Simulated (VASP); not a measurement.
# Pb (I4/mmm) in VASP: a series of runs, part 2 of 3

VASP 6.6.1. The steps go on from the part before.

## Step 3: Single point, PBE (strain +0.080 along x and y, +0.000 along z)

The input, INCAR:

```
SYSTEM = Pb
PREC = Accurate
ENCUT = 520
EDIFF = 1E-7
ISMEAR = 0
SIGMA = 0.15
LREAL = .FALSE.
LASPH = .TRUE.
NELM = 100
ALGO = Fast
ISIF = 2
LWAVE = .FALSE.
LCHARG = .TRUE.
GGA = PE
LELF = .TRUE.
LVHAR = .TRUE.
NBANDS = 13
```

The input, KPOINTS:

```
regular mesh
0
G
  16 16 16
  0 0 0
```

The input, POSCAR:

```
Pb
1.0
    0.0000000000      2.6673840000      2.4698000000
    2.6673840000      0.0000000000      2.4698000000
    2.6673840000      2.6673840000      0.0000000000
Pb
1
Direct
    0.0000000000      0.0000000000      0.0000000000
```

Potentials or basis: VASP PAW PBE potentials, release 64 (Pb_d).

Run with:

```bash
$ cat potpaw_PBE.64/Pb_d/POTCAR > POTCAR
$ mpirun -np 1 vasp_std > vasp.out
```

OUTCAR:

```text
SYSTEM = Pb
   PREC = Accurate
   ENCUT = 520
   EDIFF = 1E-7
   ISMEAR = 0
   LREAL = .FALSE.
   LASPH = .TRUE.
   NELM = 100
   ISIF = 2
   GGA = PE

 ion  position               nearest neighbor table
   1  0.000  0.000  0.000-

  LATTYP: Found a body centered tetragonal cell.
 ALAT       =     3.7722506289
 C/A-ratio  =     1.3094570022

  Lattice vectors:

 A1 = (   0.0000000000,  -2.6673840000,  -2.4698000000)
 A2 = (   0.0000000000,   2.6673840000,  -2.4698000000)
 A3 = (   2.6673840000,   0.0000000000,   2.4698000000)

Analysis of symmetry for initial positions (statically):
=====================================================================
 Subroutine PRICEL returns:
 Original cell was already a primitive cell.

 Routine SETGRP: Setting up the symmetry group for a
 body centered tetragonal supercell.

 Subroutine GETGRP returns: Found 16 space group operations
 (whereof 16 operations were pure point group operations)
 out of a pool of 16 trial point group operations.

The static configuration has the point symmetry D_4h.

Analysis of symmetry for dynamics (positions and initial velocities):
=====================================================================
 Subroutine PRICEL returns:
 Original cell was already a primitive cell.

 Routine SETGRP: Setting up the symmetry group for a
 body centered tetragonal supercell.

 Subroutine GETGRP returns: Found 16 space group operations
 (whereof 16 operations were pure point group operations)
 out of a pool of 16 trial point group operations.

The dynamic configuration has the point symmetry D_4h.

 Subroutine INISYM returns: Found 16 space group operations
 (whereof 16 operations are pure point group operations),
 and found     1 'primitive' translations

----------------------------------------------------------------------------------------

                                     Primitive cell

  volume of cell :      35.1449

  direct lattice vectors                    reciprocal lattice vectors
     0.000000000  2.667384000  2.469800000    -0.187449576  0.187449576  0.202445542
     2.667384000  0.000000000  2.469800000     0.187449576 -0.187449576  0.202445542
     2.667384000  2.667384000  0.000000000     0.187449576  0.187449576 -0.202445542

  length of vectors
     3.635223438  3.635223438  3.772250629     0.333554920  0.333554920  0.333554920

  position of ions in fractional coordinates (direct lattice)
     0.000000000  0.000000000  0.000000000

  ion indices of the primitive-cell ions
   primitive index   ion index
                 1           1

----------------------------------------------------------------------------------------

 KPOINTS: regular mesh

Automatic generation of k-mesh.
 Grid dimensions read from file:
 generate k-points for:   16   16   16

 Generating k-lattice:

  Cartesian coordinates                     Fractional coordinates (reciprocal lattice)
    -0.011715599  0.011715599  0.012652846     0.062500000  0.000000000  0.000000000
     0.011715599 -0.011715599  0.012652846     0.000000000  0.062500000  0.000000000
     0.011715599  0.011715599 -0.012652846     0.000000000  0.000000000  0.062500000

  Length of vectors
     0.020847183  0.020847183  0.020847183

  Shift w.r.t. Gamma in fractional coordinates (k-lattice)
     0.000000000  0.000000000  0.000000000

 Subroutine IBZKPT returns following result:
 ===========================================

 Found    349 irreducible k-points:

 Following reciprocal coordinates:
            Coordinates               Weight
  0.000000  0.000000  0.000000      1.000000
  0.062500  0.000000  0.000000      8.000000
  0.125000  0.000000  0.000000      8.000000
  0.187500  0.000000  0.000000      8.000000
  0.250000  0.000000  0.000000      8.000000
  0.312500  0.000000  0.000000      8.000000
[... 16 lines left out ...]
 -0.125000  0.062500  0.000000      8.000000
 -0.062500  0.062500  0.000000      4.000000
 [... further k-points ...]
   k-points           NKPTS =    349   k-points in BZ     NKDIM =    349   number of bands    NBANDS=     13
   number of dos      NEDOS =    301   number of ions     NIONS =      1
   total plane-waves  NPLWV =  21952
   dimension x,y,z NGX =    28 NGY =   28 NGZ =   28
   dimension x,y,z NGXF=    56 NGYF=   56 NGZF=   56
   ions per type =               1
   NGX,Y,Z   is equivalent  to a cutoff of  12.80, 12.80, 12.34 a.u.
   NGXF,Y,Z  is equivalent  to a cutoff of  25.61, 25.61, 24.68 a.u.
 SYSTEM =  Pb
   PREC   = accura    normal or accurate (medium, high low for compatibility)
   ISTART =      0    job   : 0-new  1-cont  2-samecut
   ICHARG =      2    charge: 1-file 2-atom 10-const
   ISPIN  =      1    spin polarized calculation?
   LNONCOLLINEAR =      F non collinear calculations
   LSORBIT =      F    spin-orbit coupling
   LASPH  =      T    aspherical Exc in radial PAW
   ENCUT  =  520.0 eV  38.22 Ry    6.18 a.u.   6.76  6.76  7.01*2*pi/ulx,y,z
   NELM   =    100;   NELMIN=  2; NELMDL= -5     # of ELM steps
   EDIFF  = 0.1E-06   stopping-criterion for ELM
   LREAL  =      F    real-space projection
   EDIFFG = 0.1E-05   stopping-criterion for IOM
   NSW    =      0    number of steps for IOM
   IBRION =     -1    ionic relax: 0-MD 1-quasi-New 2-CG
   NFREE  =      0    steps in history (QN), initial steepest desc. (CG)
   ISIF   =      2    stress and relaxation
   ISYM   =      2    0-nonsym 1-usesym 2-fastsym
   POTIM  = 0.5000    time-step for ionic-motion
   TEBEG  =    0.0;   TEEND  =   0.0 temperature during run
   PSTRESS=    0.0 pullay stress
   NELECT =      14.0000    total number of electrons
   NUPDOWN=      -1.0000    fix difference up-down
   EMIN   =  10.00;   EMAX   =-10.00  energy-range for DOS
   EFERMI =   0.00;   METHOD = LEGACY
   ISMEAR =     0;   SIGMA  =   0.15  broadening in eV -4-tet -1-fermi 0-gaus
   EFERMI_NEDOS =   21; number of points for ismear=-14 and -15
   IALGO  =     68    algorithm
   IMIX   =      4    mixing-type and parameters
     AMIX     =   0.40;   BMIX     =  1.00
     AMIX_MAG =   1.60;   BMIX_MAG =  1.00
  volume/ion in A,a.u.               =      35.14       237.17
  Fermi-wavevector in a.u.,A,eV,Ry     =   1.204564  2.276296 19.741706  1.450974
  Thomas-Fermi vector in A             =   2.340285
   LORBIT       =      0    0 simple, 1 ext, 2 COOP (PROOUT), +10 PAW based schemes
   GGA     = PE    functional components
   LHFCALC =     F    Hartree Fock is set to
   AEXX    =    0.0000 exact exchange contribution
   IVDW    =     0    specifies the selected vdW correction
   LEPSILON=     F    determine dielectric tensor
   LRPA    =     F    only Hartree local field effects (RPA)
 non-spin polarized calculation
 RMM-DIIS sequential band-by-band and
 Gauss-broadening in eV      SIGMA  =   0.15
  energy-cutoff  :      520.00
  volume of cell :       35.14
 maximum number of plane-waves:       960
   NGX = 13   NGY = 13   NGZ = 13

 number of electron      14.0000000 magnetization

 Free energy of the ion-electron system (eV)
  ---------------------------------------------------
  ext. energy  EPLUGINS =         0.00000000
  ---------------------------------------------------
  free energy    TOTEN  =        -3.52979038 eV

  energy without entropy =       -3.52173895  energy(sigma->0) =       -3.52576466

 E-fermi :   5.7594     XC(G=0):  -9.4972

 val. band max:        5.7519805778   @ k =   0.3750   0.0625   0.2500
 cond. band min:       5.7761347633   @ k =   0.3750   0.3125   0.0625
 fundamental gap:      0.0241541855
 Fermi energy:         5.7593841367

 k-point     1 :       0.0000    0.0000    0.0000
  band No.  band energies     occupation
      1     -11.2789      2.00000
      2     -11.2789      2.00000
      3     -11.2231      2.00000
      4     -11.2019      2.00000
      5     -11.1481      2.00000
      6      -5.1040      2.00000
      7      11.9806      0.00000
      8      12.0858      0.00000
      9      12.0858      0.00000
     10      15.2723      0.00000
     11      15.4292      0.00000
     12      17.1944      0.00000
     13      17.1959      0.00000
[... 353 lines left out ...]
 k-point    24 :      -0.0625    0.0625    0.0000
  band No.  band energies     occupation
      1     -11.2773      2.00000
      2     -11.2701      2.00000
      3     -11.2148      2.00000
      4     -11.2034      2.00000
      5     -11.1475      2.00000
      6      -4.9423      2.00000
      7      10.5937      0.00000
      8      11.3027      0.00000
      9      12.0521      0.00000
     10      15.0443      0.00000
     11      16.1301      0.00000
     12      17.2839      0.00000
     13      17.4033      0.00000

 [... further k-points ...]

------------------------ aborting loop because EDIFF is reached ----------------------------------------

  FORCE on cell =-STRESS in cart. coord.  units (eV):
  Direction    XX          YY          ZZ          XY          YZ          ZX
  --------------------------------------------------------------------------------------
  -------------------------------------------------------------------------------------
  Total       -0.7032145     -0.7032145     -0.5533496      0.0000000     -0.0000000      0.0000000
  in kB      -32.0579362    -32.0579362    -25.2259391      0.0000000     -0.0000000      0.0000000
  external PRESSURE =     -29.7806038 kB  Pullay stress =       0.0000000 kB

 VOLUME and BASIS-vectors are now :
 -----------------------------------------------------------------------------
  energy-cutoff  :      520.00
  volume of cell :       35.14
      direct lattice vectors                 reciprocal lattice vectors
     0.000000000  2.667384000  2.469800000    -0.187449576  0.187449576  0.202445542
     2.667384000  0.000000000  2.469800000     0.187449576 -0.187449576  0.202445542
     2.667384000  2.667384000  0.000000000     0.187449576  0.187449576 -0.202445542

 POSITION                                       TOTAL-FORCE (eV/Angst)
 -----------------------------------------------------------------------------------
      0.00000      0.00000      0.00000         0.000000      0.000000      0.000000
 -----------------------------------------------------------------------------------
    total drift:                               -0.000000     -0.000000     -0.000000

  FREE ENERGIE OF THE ION-ELECTRON SYSTEM (eV)
  ---------------------------------------------------
  free  energy   TOTEN  =        -3.5297903757 eV

  energy  without entropy=       -3.5217389523  energy(sigma->0) =       -3.52576466
```

stdout:

```text
POSCAR found type information on POSCAR Pb
 POSCAR found :  1 types and       1 ions
 scaLAPACK will be used
 LDA part: xc-table for (Slater+PW92), standard interpolation
 POSCAR, INCAR and KPOINTS ok, starting setup
 FFT: planning ... GRIDC
 FFT: planning ... GRID_SOFT
 FFT: planning ... GRID
 WAVECAR not read
 entering main loop
```

It took 69 s on 1 thread of Intel Xeon 6975P-C (Granite Rapids), shared host; peak memory 0.27 GiB.

Results:

```
Free energy            : -3.5298 eV
Pressure               : -3.0 GPa
Band gap on the k mesh : zero (bands 7 and 8 overlap by 7.70 eV)
```

Caveat: the cell differs from its parent crystal (strain +0.080 along x and y, +0.000 along z); spin-orbit coupling is left out, which moves the levels of the heavy elements.

## Step 4: Single point, PBE (strain +0.080 along x and y, +0.040 along z)

The input, INCAR:

```
PREC = Accurate
ENCUT = 520
EDIFF = 1E-6
ISMEAR = 0
SIGMA = 0.15
LREAL = F
LASPH = T
NELM = 80
ALGO = Fast
ISIF = 2
LWAVE = F
LCHARG = T
GGA = PE
LELF = T
LVHAR = T
NBANDS = 13
```

The input, KPOINTS:

```
Automatic mesh
0
Gamma
  16 16 16
```

The input, POSCAR:

```
Pb
1.0
    0.0000000000      2.6673840000      2.5685920000
    2.6673840000      0.0000000000      2.5685920000
    2.6673840000      2.6673840000      0.0000000000
Pb
1
Direct
    0.0000000000      0.0000000000      0.0000000000
```

Run with:

```bash
$ cat potpaw_PBE.64/Pb_d/POTCAR > POTCAR
$ mpirun -np 1 vasp_std > vasp.out
```

It took 66 s on 1 thread of Intel Xeon 6975P-C (Granite Rapids), shared host; peak memory 0.27 GiB.

Results (log left out):

- Free energy: -3.5032 eV
- Pressure: -3.9 GPa
- Band gap on the k mesh: zero (bands 7 and 8 overlap by 7.36 eV)

Stress tensor (GPa, compression positive):
```
-4.00  0.00  0.00
 0.00 -4.00  0.00
 0.00  0.00 -3.65
```

Levels at points of the mesh, in eV from the Fermi level:
| k point | band 3 | band 4 | band 5 | band 6 | band 7 | band 8 | band 9 | band 10 | band 11 | band 12 |
| --- | --- | --- | --- | --- | --- | --- | --- | --- | --- | --- |
| (0.00, 0.00, 0.00) | -17.00 | -16.95 | -16.93 | -10.65 | 5.98 | 6.02 | 6.02 | 9.04 | 9.58 | 11.17 |
| (0.50, 0.00, 0.00) | -17.00 | -16.87 | -16.86 | -8.01 | -3.38 | 4.34 | 4.80 | 7.89 | 9.08 | 9.89 |
| (0.50, 0.50, 0.00) | -16.87 | -16.84 | -16.84 | -6.81 | -2.44 | 1.56 | 1.56 | 4.68 | 5.89 | 16.88 |
| (0.50, 0.00, 0.50) | -16.87 | -16.85 | -16.83 | -7.10 | -2.69 | 1.84 | 2.06 | 4.99 | 6.24 | 17.10 |

Caveat: the cell differs from its parent crystal (strain +0.080 along x and y, +0.040 along z); the cell stands under tension; spin-orbit coupling is left out, which moves the levels of the heavy elements.

## Step 5: Single point, PBE (strain -0.080 along x and y, +0.040 along z)

The input, INCAR:

```
PREC = Accurate ; ENCUT = 520
EDIFF = 1E-6 ; ISMEAR = 0
SIGMA = 0.15 ; LREAL = False
LASPH = True ; NELM = 80
ALGO = Normal ; ISIF = 2
LWAVE = False ; LCHARG = False
GGA = PE ; NBANDS = 13
```

The input, KPOINTS:

```
regular mesh
0
Gamma
  16 16 16
```

The input, POSCAR:

```
Pb
1.0
    0.0000000000      2.2722160000      2.5685920000
    2.2722160000      0.0000000000      2.5685920000
    2.2722160000      2.2722160000      0.0000000000
Pb
1
Direct
    0.0000000000      0.0000000000      0.0000000000
```

Run with:

```bash
$ cat potpaw_PBE.64/Pb_d/POTCAR > POTCAR
$ mpirun -np 1 vasp_std > vasp.out
```

Wall time 39 s (1 thread of Intel Xeon 6975P-C (Granite Rapids), shared host); peak memory 0.23 GiB.

Results (log left out):

```
Free energy            : -3.3794 eV
Pressure               : 11.8 GPa
Band gap on the k mesh : zero (bands 7 and 8 overlap by 10.77 eV)
```

Stress tensor (GPa, compression positive):
```
12.99  0.00  0.00
 0.00 12.99  0.00
 0.00  0.00  9.49
```

Levels at points of the mesh, in eV from the Fermi level:
```csv
k point,band 3,band 4,band 5,band 6,band 7,band 8,band 9,band 10,band 11,band 12
"(0.00, 0.00, 0.00)",-17.24,-17.22,-17.02,-12.86,8.37,8.37,8.53,9.86,12.09,13.06
"(0.50, 0.00, 0.00)",-17.22,-16.95,-16.88,-8.34,-5.00,4.78,7.50,9.29,9.71,12.59
"(0.50, 0.50, 0.00)",-16.92,-16.89,-16.89,-7.77,-4.60,3.25,3.25,6.93,8.07,20.38
"(0.50, 0.00, 0.50)",-16.95,-16.94,-16.77,-6.01,-3.54,1.20,2.06,5.29,6.64,17.08
```

Caveat: the cell differs from its parent crystal (strain -0.080 along x and y, +0.040 along z); the cell stands under pressure; spin-orbit coupling is left out, which moves the levels of the heavy elements.

[end of part 2 of 3]
